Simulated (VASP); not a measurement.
# Te: electric field gradients with PBE

Te:

```
Te
1.0
     4.23410   -2.37120    0.00000
     4.23410    2.37120    0.00000
    -0.13045    0.00000    3.91778
Te
3
Direct
  0.67600 0.67600 0.67500
  0.32400 0.32400 0.32500
  0.00000 0.00000 0.00000
```

This cell differs from its parent crystal: zz strain of -1 %.

```
Program                : VASP 6.6.1
Task                   : electric field gradients
Functional             : PBE
Potentials or basis    : VASP PAW PBE potentials, release 64 (Te)
Cutoff                 : 520 eV
k mesh                 : 8 × 8 × 8
Occupations            : fermi-dirac, width 0.05 eV
Spin                   : no spin polarisation
Dipole correction      : no
Further INCAR settings : ALGO = Normal; EDIFF = 1e-08; NBANDS = 16
```

```
Pressure                                : 10.0 GPa
Largest force                           : 0.524 eV/Å
Band gap on the k mesh                  : zero (bands 9 and 10 overlap by 3.49 eV)
Largest electric field gradient by atom : Te -279.0, -314.4 (each value once) V/Å²
```

Forces in eV/Å, atoms in the order of the input:
```
Te  -0.482  0.000 -0.207
Te   0.482  0.000  0.207
Te   0.000  0.000  0.000
```

Stress tensor (GPa, compression positive):
```
 9.71  0.00  1.11
 0.00  9.81  0.00
 1.11  0.00 10.52
```

Levels at points of the mesh, in eV from the Fermi level:
| k point | band 7 | band 8 | band 9 | band 10 | band 11 | band 12 |
| --- | --- | --- | --- | --- | --- | --- |
| (0.00, 0.00, 0.00) | -3.98 | -2.16 | -1.85 | 1.61 | 3.04 | 3.39 |
| (0.50, 0.00, 0.00) | -2.55 | 0.14 | 0.23 | 0.48 | 0.90 | 2.94 |
| (0.50, 0.50, 0.00) | -2.26 | 0.44 | 0.54 | 0.65 | 0.78 | 2.53 |
| (0.00, 0.00, 0.50) | -2.74 | -1.92 | -1.87 | -1.83 | -1.65 | -1.06 |
| (0.50, 0.00, 0.50) | -3.96 | -3.76 | 1.66 | 1.85 | 1.91 | 3.21 |
| (0.50, 0.50, 0.50) | -3.98 | -3.81 | 1.50 | 1.71 | 2.25 | 2.66 |

Electric field gradients, principal values (V/Å²):
```csv
atom,least,middle,greatest (by size)
1 Te,113.154,165.813,-278.967
2 Te,113.154,165.813,-278.967
3 Te,61.610,252.818,-314.428
```

Run time: 59 s on 1 thread of Intel(R) Xeon(R) 6975P-C (Granite Rapids) (shared host), peak memory 0.28 GiB.

Caveat: the cell differs from its parent crystal (zz strain of -1 %); the cell stands under pressure; without QUAD_EFG the Cq values of the log hold for a quadrupole moment of 1 mb, not for the nuclei; spin-orbit coupling is left out, which moves the levels of the heavy elements.
